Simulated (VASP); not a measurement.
The system is PtS2.

```
Pt S
1.0
     3.54320    0.00000    0.00000
    -1.77160    3.06850    0.00000
     0.00000    0.00000    5.03880
Pt S
1 2
Direct
  0.00000 0.00000 0.00000
  0.33333 0.66667 0.25000
  0.66667 0.33333 0.75000
```

| Item | Value |
| --- | --- |
| Program | VASP 6.6.1 |
| Task | relaxation of cell and atoms |
| Functional | LDA |
| Potentials or basis | VASP PAW LDA potentials, release 64 (Pt, S) |
| Cutoff | 600 eV |
| k mesh | 6 × 6 × 4 |
| Occupations | gaussian, width 0.1 eV |
| Spin | no spin polarisation |

At the start: pressure -5.4 GPa; volume 18.26 Å³/atom.

Problem. Where does the relaxation end?

Solution. Over 16 steps the energy falls by 25.4 meV/atom and the volume is 16.73 Å³/atom (-8.4 %); space group P-3m1 (No. 164, to 0.05 Å).

Step by step:
| step | energy change (eV) | largest force (eV/Å) | pressure (GPa) | volume (Å³) |
| --- | --- | --- | --- | --- |
| 1 | 0.0000 | 0.6962 | -5.45 | 54.78 |
| 2 | 0.0748 | 1.0695 | 12.28 | 50.00 |
| 3 | -0.0441 | 0.0925 | 0.37 | 52.89 |
| 4 | -0.0442 | 0.0795 | 0.51 | 52.85 |
| 5 | -0.0557 | 0.0236 | 0.09 | 52.89 |
| 6 | -0.0599 | 0.1318 | -0.35 | 52.93 |
| 7 | -0.0625 | 0.1424 | -0.16 | 52.62 |
| 8 | -0.0685 | 0.1750 | 0.51 | 51.70 |
| 9 | -0.0710 | 0.2484 | 2.23 | 49.86 |
| 10 | -0.0717 | 0.2333 | 1.72 | 50.39 |
| 11 | -0.0725 | 0.2162 | 1.57 | 50.36 |
| 12 | -0.0744 | 0.1638 | 1.16 | 50.27 |
| 13 | -0.0760 | 0.0549 | 0.33 | 50.08 |
| 14 | -0.0760 | 0.0465 | 0.27 | 50.06 |
| 15 | -0.0761 | 0.0435 | 0.23 | 50.10 |
| 16 | -0.0763 | 0.0340 | 0.11 | 50.20 |

Final structure:
```yaml
crystal:
  lattice:
    - [3.56420, 0.00000, 0.00000]
    - [-1.78210, 3.08669, 0.00000]
    - [0.00000, 0.00000, 4.56289]
  atoms:
    - { symbol: Pt, position: [0.00000, 0.00000, 0.00000] }
    - { symbol: S, position: [0.33333, 0.66667, 0.25920] }
    - { symbol: S, position: [0.66667, 0.33333, 0.74080] }
```

Caveat: the relaxation stopped at a loose force limit of 0.05 eV/Å, so its end isn't a converged minimum.
